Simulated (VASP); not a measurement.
# CdS (zincblende type) (F-43m) in VASP: a series of runs

The runs below take CdS (zincblende type) through single point, relaxation of cell and atoms, with PBE.

All numbers are computed with VASP 6.6.1; they aren't measurements. Logs are shortened: lines on timing, memory, paths and dates and some standing lists are left out, and cuts for length are marked.

### 1 The cell of the first run

Symmetry: F-43m, No. 216, cubic system. Conventional cell: a = 5.643 Å, b = 5.643 Å, c = 5.643 Å, α = 90.00°, β = 90.00°, γ = 90.00°. Within 3.2 Å of Cd (site symmetry -43m) lie 4 S at 2.44 Å. Within 3.2 Å of S (site symmetry -43m) lie 4 Cd at 2.44 Å.

### 2 Single point, PBE

INCAR

```
SYSTEM = CdS
PREC = Accurate ; ENCUT = 520
EDIFF = 1E-6 ; ISMEAR = -1
SIGMA = 0.05 ; LREAL = .FALSE.
LASPH = .TRUE. ; NELM = 100
ALGO = Normal ; ISIF = 2
LWAVE = .FALSE. ; LCHARG = .FALSE.
GGA = PE ; NBANDS = 16
```

KPOINTS

```
Automatic mesh
0
G
  12 12 12
  0 0 0
```

POSCAR

```
CdS
1.0
    0.0000000000      2.8215437219      2.8215437219
    2.8215437219      0.0000000000      2.8215437219
    2.8215437219      2.8215437219      0.0000000000
Cd S
1 1
Direct
    0.0000000000      0.0000000000      0.0000000000
    0.2500000000      0.2500000000      0.2500000000
```

Potentials or basis: VASP PAW PBE potentials, release 64 (Cd, S).

The run is started by

```
$ cat potpaw_PBE.64/Cd/POTCAR potpaw_PBE.64/S/POTCAR > POTCAR
$ mpirun -np 1 vasp_std > vasp.out
```

OUTCAR:

```text
SYSTEM = CdS
   PREC = Accurate
   ENCUT = 520
   EDIFF = 1E-6
   ISMEAR = -1
   LREAL = .FALSE.
   LASPH = .TRUE.
   NELM = 100
   ISIF = 2
   GGA = PE

 ion  position               nearest neighbor table
   1  0.000  0.000  0.000-   2 2.44   2 2.44   2 2.44   2 2.44
   2  0.250  0.250  0.250-   1 2.44   1 2.44   1 2.44   1 2.44

  LATTYP: Found a face centered cubic cell.
 ALAT       =     5.6430874438

  Lattice vectors:

 A1 = (   0.0000000000,   2.8215437219,   2.8215437219)
 A2 = (   2.8215437219,   0.0000000000,   2.8215437219)
 A3 = (   2.8215437219,   2.8215437219,   0.0000000000)

Analysis of symmetry for initial positions (statically):
=====================================================================
 Subroutine PRICEL returns:
 Original cell was already a primitive cell.

 Routine SETGRP: Setting up the symmetry group for a
 face centered cubic supercell.

 Subroutine GETGRP returns: Found 24 space group operations
 (whereof 24 operations were pure point group operations)
 out of a pool of 48 trial point group operations.

The static configuration has the point symmetry T_d .

Analysis of symmetry for dynamics (positions and initial velocities):
=====================================================================
 Subroutine PRICEL returns:
 Original cell was already a primitive cell.

 Routine SETGRP: Setting up the symmetry group for a
 face centered cubic supercell.

 Subroutine GETGRP returns: Found 24 space group operations
 (whereof 24 operations were pure point group operations)
 out of a pool of 48 trial point group operations.

The dynamic configuration has the point symmetry T_d .

 Subroutine INISYM returns: Found 24 space group operations
 (whereof 24 operations are pure point group operations),
 and found     1 'primitive' translations

----------------------------------------------------------------------------------------

                                     Primitive cell

  volume of cell :      44.9252

  direct lattice vectors                    reciprocal lattice vectors
     0.000000000  2.821543722  2.821543722    -0.177207958  0.177207958  0.177207958
     2.821543722  0.000000000  2.821543722     0.177207958 -0.177207958  0.177207958
     2.821543722  2.821543722  0.000000000     0.177207958  0.177207958 -0.177207958

  length of vectors
     3.990265398  3.990265398  3.990265398     0.306933186  0.306933186  0.306933186

  position of ions in fractional coordinates (direct lattice)
     0.000000000  0.000000000  0.000000000
     0.250000000  0.250000000  0.250000000

  ion indices of the primitive-cell ions
   primitive index   ion index
                 1           1
                 2           2

----------------------------------------------------------------------------------------

 KPOINTS: Automatic mesh

Automatic generation of k-mesh.
 Grid dimensions read from file:
 generate k-points for:   12   12   12

 Generating k-lattice:

  Cartesian coordinates                     Fractional coordinates (reciprocal lattice)
    -0.014767330  0.014767330  0.014767330     0.083333333  0.000000000  0.000000000
     0.014767330 -0.014767330  0.014767330     0.000000000  0.083333333  0.000000000
     0.014767330  0.014767330 -0.014767330     0.000000000  0.000000000  0.083333333

  Length of vectors
     0.025577765  0.025577765  0.025577765

  Shift w.r.t. Gamma in fractional coordinates (k-lattice)
     0.000000000  0.000000000  0.000000000

 Subroutine IBZKPT returns following result:
 ===========================================

 Found     72 irreducible k-points:

 Following reciprocal coordinates:
            Coordinates               Weight
  0.000000  0.000000  0.000000      1.000000
  0.083333  0.000000  0.000000      8.000000
  0.166667  0.000000  0.000000      8.000000
  0.250000  0.000000  0.000000      8.000000
  0.333333  0.000000  0.000000      8.000000
  0.416667  0.000000  0.000000      8.000000
[... 16 lines left out ...]
  0.500000  0.166667  0.000000     24.000000
 -0.416667  0.166667  0.000000     24.000000
 [... further k-points ...]
   k-points           NKPTS =     72   k-points in BZ     NKDIM =     72   number of bands    NBANDS=     16
   number of dos      NEDOS =    301   number of ions     NIONS =      2
   total plane-waves  NPLWV =  27000
   dimension x,y,z NGX =    30 NGY =   30 NGZ =   30
   dimension x,y,z NGXF=    60 NGYF=   60 NGZF=   60
   ions per type =               1   1
   NGX,Y,Z   is equivalent  to a cutoff of  12.50, 12.50, 12.50 a.u.
   NGXF,Y,Z  is equivalent  to a cutoff of  25.00, 25.00, 25.00 a.u.
 SYSTEM =  CdS
   PREC   = accura    normal or accurate (medium, high low for compatibility)
   ISTART =      0    job   : 0-new  1-cont  2-samecut
   ICHARG =      2    charge: 1-file 2-atom 10-const
   ISPIN  =      1    spin polarized calculation?
   LNONCOLLINEAR =      F non collinear calculations
   LSORBIT =      F    spin-orbit coupling
   LASPH  =      T    aspherical Exc in radial PAW
   ENCUT  =  520.0 eV  38.22 Ry    6.18 a.u.   7.42  7.42  7.42*2*pi/ulx,y,z
   NELM   =    100;   NELMIN=  2; NELMDL= -5     # of ELM steps
   EDIFF  = 0.1E-05   stopping-criterion for ELM
   LREAL  =      F    real-space projection
   EDIFFG = 0.1E-04   stopping-criterion for IOM
   NSW    =      0    number of steps for IOM
   IBRION =     -1    ionic relax: 0-MD 1-quasi-New 2-CG
   NFREE  =      0    steps in history (QN), initial steepest desc. (CG)
   ISIF   =      2    stress and relaxation
   ISYM   =      2    0-nonsym 1-usesym 2-fastsym
   POTIM  = 0.5000    time-step for ionic-motion
   TEBEG  =    0.0;   TEEND  =   0.0 temperature during run
   PSTRESS=    0.0 pullay stress
   NELECT =      18.0000    total number of electrons
   NUPDOWN=      -1.0000    fix difference up-down
   EMIN   =  10.00;   EMAX   =-10.00  energy-range for DOS
   EFERMI =   0.00;   METHOD = LEGACY
   ISMEAR =    -1;   SIGMA  =   0.05  broadening in eV -4-tet -1-fermi 0-gaus
   EFERMI_NEDOS =   21; number of points for ismear=-14 and -15
   IALGO  =     38    algorithm
   IMIX   =      4    mixing-type and parameters
     AMIX     =   0.40;   BMIX     =  1.00
     AMIX_MAG =   1.60;   BMIX_MAG =  1.00
  volume/ion in A,a.u.               =      22.46       151.59
  Fermi-wavevector in a.u.,A,eV,Ry     =   1.206893  2.280698 19.818130  1.456591
  Thomas-Fermi vector in A             =   2.342547
   LORBIT       =      0    0 simple, 1 ext, 2 COOP (PROOUT), +10 PAW based schemes
   GGA     = PE    functional components
   LHFCALC =     F    Hartree Fock is set to
   AEXX    =    0.0000 exact exchange contribution
   IVDW    =     0    specifies the selected vdW correction
   LEPSILON=     F    determine dielectric tensor
   LRPA    =     F    only Hartree local field effects (RPA)
 non-spin polarized calculation
  energy-cutoff  :      520.00
  volume of cell :       44.93
 maximum number of plane-waves:      1243
 NGX is ok and might be reduce to    30
   NGX = 15   NGY = 15   NGZ = 15

 number of electron      17.9999993 magnetization

 Free energy of the ion-electron system (eV)
  ---------------------------------------------------
  ext. energy  EPLUGINS =         0.00000000
  ---------------------------------------------------
  free energy    TOTEN  =        -5.91510901 eV

  energy without entropy =       -5.91510901  energy(sigma->0) =       -5.91510901

 E-fermi :   2.9657     XC(G=0):  -9.6245

 val. band max:        2.2298261968   @ k =   0.0000   0.0000   0.0000
 cond. band min:       3.5892215024   @ k =   0.0000   0.0000   0.0000
 fundamental gap:      1.3593953056
 Fermi energy:         2.9656709468

 k-point     1 :       0.0000    0.0000    0.0000
  band No.  band energies     occupation
      1     -10.8092      2.00000
      2      -5.9284      2.00000
      3      -5.9284      2.00000
      4      -5.9284      2.00000
      5      -5.2988      2.00000
      6      -5.2988      2.00000
[... 8 lines left out ...]
     15      13.8456      0.00000
     16      14.2072      0.00000

 k-point     2 :       0.0833    0.0000    0.0000
  band No.  band energies     occupation
      1     -10.7742      2.00000
      2      -5.9151      2.00000
      3      -5.9151      2.00000
      4      -5.9046      2.00000
      5      -5.2999      2.00000
      6      -5.2999      2.00000
[... 8 lines left out ...]
     15      13.4709      0.00000
     16      14.5690      0.00000

 k-point     3 :       0.1667    0.0000    0.0000
  band No.  band energies     occupation
      1     -10.6783      2.00000
      2      -5.8801      2.00000
      3      -5.8801      2.00000
      4      -5.8223      2.00000
      5      -5.3003      2.00000
      6      -5.3003      2.00000
[... 8 lines left out ...]
     15      13.0043      0.00000
     16      14.3573      0.00000

 k-point     4 :       0.2500    0.0000    0.0000
  band No.  band energies     occupation
      1     -10.5464      2.00000
      2      -5.8370      2.00000
      3      -5.8370      2.00000
      4      -5.6547      2.00000
      5      -5.2939      2.00000
      6      -5.2939      2.00000
[... 8 lines left out ...]
     15      12.9624      0.00000
     16      13.8066      0.00000
[... 324 lines left out ...]
 k-point    22 :       0.4167    0.1667    0.0000
  band No.  band energies     occupation
      1     -10.3102      2.00000
      2      -5.7614      2.00000
      3      -5.7073      2.00000
      4      -5.4277      2.00000
      5      -5.2345      2.00000
      6      -5.0965      2.00000
[... 8 lines left out ...]
     15      14.8151      0.00000
     16      15.3876      0.00000

 k-point    23 :       0.5000    0.1667    0.0000
  band No.  band energies     occupation
      1     -10.2446      2.00000
      2      -5.7494      2.00000
      3      -5.6983      2.00000
      4      -5.3495      2.00000
      5      -5.2402      2.00000
      6      -4.8140      2.00000
[... 8 lines left out ...]
     15      15.0291      0.00000
     16      15.4727      0.00000

 k-point    24 :      -0.4167    0.1667    0.0000
  band No.  band energies     occupation
      1     -10.2363      2.00000
      2      -5.7457      2.00000
      3      -5.7063      2.00000
      4      -5.3096      2.00000
      5      -5.2646      2.00000
      6      -4.7494      2.00000
[... 8 lines left out ...]
     15      14.1441      0.00000
     16      15.2638      0.00000

 [... further k-points ...]

------------------------ aborting loop because EDIFF is reached ----------------------------------------

  FORCE on cell =-STRESS in cart. coord.  units (eV):
  Direction    XX          YY          ZZ          XY          YZ          ZX
  --------------------------------------------------------------------------------------
  -------------------------------------------------------------------------------------
  Total        3.2385307      3.2385307      3.2385307      0.0000000      0.0000000      0.0000000
  in kB      115.4963486    115.4963486    115.4963486      0.0000000      0.0000000      0.0000000
  external PRESSURE =     115.4963486 kB  Pullay stress =       0.0000000 kB

 VOLUME and BASIS-vectors are now :
 -----------------------------------------------------------------------------
  energy-cutoff  :      520.00
  volume of cell :       44.93
      direct lattice vectors                 reciprocal lattice vectors
     0.000000000  2.821543722  2.821543722    -0.177207958  0.177207958  0.177207958
     2.821543722  0.000000000  2.821543722     0.177207958 -0.177207958  0.177207958
     2.821543722  2.821543722  0.000000000     0.177207958  0.177207958 -0.177207958

 POSITION                                       TOTAL-FORCE (eV/Angst)
 -----------------------------------------------------------------------------------
      0.00000      0.00000      0.00000        -0.000000     -0.000000     -0.000000
      1.41077      1.41077      1.41077         0.000000      0.000000      0.000000
 -----------------------------------------------------------------------------------
    total drift:                               -0.000000     -0.000000     -0.000001

  FREE ENERGIE OF THE ION-ELECTRON SYSTEM (eV)
  ---------------------------------------------------
  free  energy   TOTEN  =        -5.9151090125 eV

  energy  without entropy=       -5.9151090057  energy(sigma->0) =       -5.91510901
```

Run time: 67 s. Hardware: 1 thread of Intel Xeon 8259CL, shared host; peak memory 0.2 GiB.

Results:

- Free energy: -5.9151 eV
- Pressure: 11.5 GPa
- Band gap on the k mesh: 1.36 eV

Caveat: the cell stands under pressure. A k mesh can miss the band edges.

### 3 Single point, PBE

INCAR

```
PREC = Accurate
ENCUT = 520
EDIFF = 1E-6
ISMEAR = -1
SIGMA = 0.05
LREAL = F
LASPH = T
NELM = 100
ALGO = Normal
ISIF = 2
LWAVE = F
LCHARG = F
GGA = PE
NBANDS = 16
```

KPOINTS

```
Automatic mesh
0
Gamma
  12 12 12
```

POSCAR

```
CdS
1.0
    0.0000000000      2.8220659704      2.8220659704
    2.8220659704      0.0000000000      2.8220659704
    2.8220659704      2.8220659704      0.0000000000
Cd S
1 1
Direct
    0.0000000000      0.0000000000      0.0000000000
    0.2500000000      0.2500000000      0.2500000000
```

Potentials or basis: VASP PAW PBE potentials, release 64 (Cd, S).

The run is started by

```
$ cat potpaw_PBE.64/Cd/POTCAR potpaw_PBE.64/S/POTCAR > POTCAR
$ mpirun -np 1 vasp_std > vasp.out
```

Run time: 89 s. Hardware: 1 thread of Intel Xeon 8259CL, shared host; peak memory 0.2 GiB.

Results (log left out):

| Item | Value |
| --- | --- |
| Free energy | -5.9169 eV |
| Pressure | 11.5 GPa |
| Band gap on the k mesh | 1.36 eV |

Levels at points of the mesh, in eV from the valence-band top:
| k point | band 5 | band 6 | band 7 | band 8 | band 9 | band 10 | band 11 | band 12 | band 13 | band 14 |
| --- | --- | --- | --- | --- | --- | --- | --- | --- | --- | --- |
| (0.00, 0.00, 0.00) | -7.53 | -7.53 | 0.00 | 0.00 | 0.00 | 1.36 | 6.50 | 6.50 | 6.50 | 11.62 |
| (0.50, 0.00, 0.00) | -7.48 | -7.05 | -5.05 | -0.91 | -0.91 | 3.15 | 6.99 | 6.99 | 7.76 | 11.41 |
| (0.50, 0.50, 0.00) | -7.41 | -6.98 | -4.41 | -2.25 | -2.25 | 3.37 | 4.43 | 9.68 | 11.37 | 11.37 |

Caveat: the cell stands under pressure. A k mesh can miss the band edges.

### 4 Relaxation of cell and atoms, PBE, target pressure 11 GPa, at which the enthalpy is minimised

This run uses another cell than the first one, of 21.41 Å³/atom.

INCAR

```
ALGO = Normal ; EDIFF = 1E-6
EDIFFG = -0.005 ; ENCUT = 600
GGA = PE ; IBRION = 2
ISIF = 3 ; ISMEAR = -1
LASPH = T ; LCHARG = F
LREAL = F ; LWAVE = F
NELM = 100 ; NSW = 60
PREC = Accurate ; PSTRESS = 110.0
SIGMA = 0.05
```

KPOINTS

```
k-points
0
Gamma
  12 12 12
```

POSCAR

```
CdS
1.0
    0.0000000000      2.7769787484      2.7769787484
    2.7769787484      0.0000000000      2.7769787484
    2.7769787484      2.7769787484      0.0000000000
Cd S
1 1
Direct
    0.0000000000      0.0000000000      0.0000000000
    0.2500000000      0.2500000000      0.2500000000
```

The run is started by

```
$ cat potpaw_PBE.64/Cd/POTCAR potpaw_PBE.64/S/POTCAR > POTCAR
$ mpirun -np 1 vasp_std > vasp.out
```

It took 2.3 min on 1 thread of Intel Xeon 8259CL, shared host; peak memory 0.23 GiB.

The run converged. Its results:

```yaml
Free_energy: -5.9290 eV
Relaxed_volume: 22.57 Å³/atom
Relaxed_cell: a = 3.996 Å, b = 3.996 Å, c = 3.996 Å, α = 60.00°, β = 60.00°, γ = 60.00°
Space_group_after_relaxing_to_0.1_Å: F-43m (No. 216)
Energy_change_on_relaxing_the_run_minimises_the_enthalpy: -99.6 meV/atom
Ionic_steps: 4
Pressure_after_relaxing: 11.0 GPa
Band_gap_on_the_k_mesh: 1.35 eV
```

The path:
```tsv
step	energy change (eV)	largest force (eV/Å)	pressure (GPa)	volume (Å³)
1	0.0000	0.0000	16.89	42.83
2	-0.3419	0.0000	5.76	47.90
3	-0.2024	0.0000	10.94	45.18
4	-0.1991	0.0000	11.02	45.13
```

Final structure:
```cif
data_structure
_symmetry_space_group_name_H-M 'P 1'
_symmetry_Int_Tables_number 1
_cell_length_a 3.9965
_cell_length_b 3.9965
_cell_length_c 3.9965
_cell_angle_alpha 60.000
_cell_angle_beta 60.000
_cell_angle_gamma 60.000
_cell_volume 45.13
loop_
_atom_site_label
_atom_site_type_symbol
_atom_site_fract_x
_atom_site_fract_y
_atom_site_fract_z
_atom_site_occupancy
Cd1 Cd 0.00000 0.00000 0.00000 1
S1 S 0.25000 0.25000 0.25000 1
```

Levels at points of the mesh, in eV from the valence-band top:
```tsv
k point	band 6	band 7	band 8	band 9	band 10	band 11	band 12	band 13
(0.00, 0.00, 0.00)	-7.51	0.00	0.00	0.00	1.35	6.50	6.50	6.50
(0.50, 0.00, 0.00)	-7.04	-5.02	-0.90	-0.90	3.14	6.99	6.99	7.75
(0.50, 0.50, 0.00)	-6.97	-4.39	-2.24	-2.24	3.37	4.43	9.66	11.35
```

Caveat: the cell is relaxed towards a set pressure, so the run minimises the enthalpy, not the energy. A k mesh can miss the band edges.

### 5 The runs side by side

```tsv
task	cell	cutoff (eV)	gap on the mesh (eV)	pressure (GPa)
single point	a = 3.990 Å, angles 60.0°, 2 atoms	520	1.36	11.5
single point	a = 3.991 Å, angles 60.0°, 2 atoms	520	1.36	11.5
relaxation of cell and atoms	relaxed to 11 GPa from a = 3.927 Å, angles 60.0°, 2 atoms	600	1.35	11.0
```

Alike in all rows: level PBE; potentials or basis VASP PAW PBE potentials, release 64 (Cd, S); no spin polarisation; k mesh 12 × 12 × 12; smearing fermi-dirac 0.05 eV.

Caveats: the cell stands under pressure (at least some runs); the cell is relaxed towards a set pressure, so the run minimises the enthalpy, not the energy (at least some runs).

Absolute energies hang on the potentials; compare differences alone.
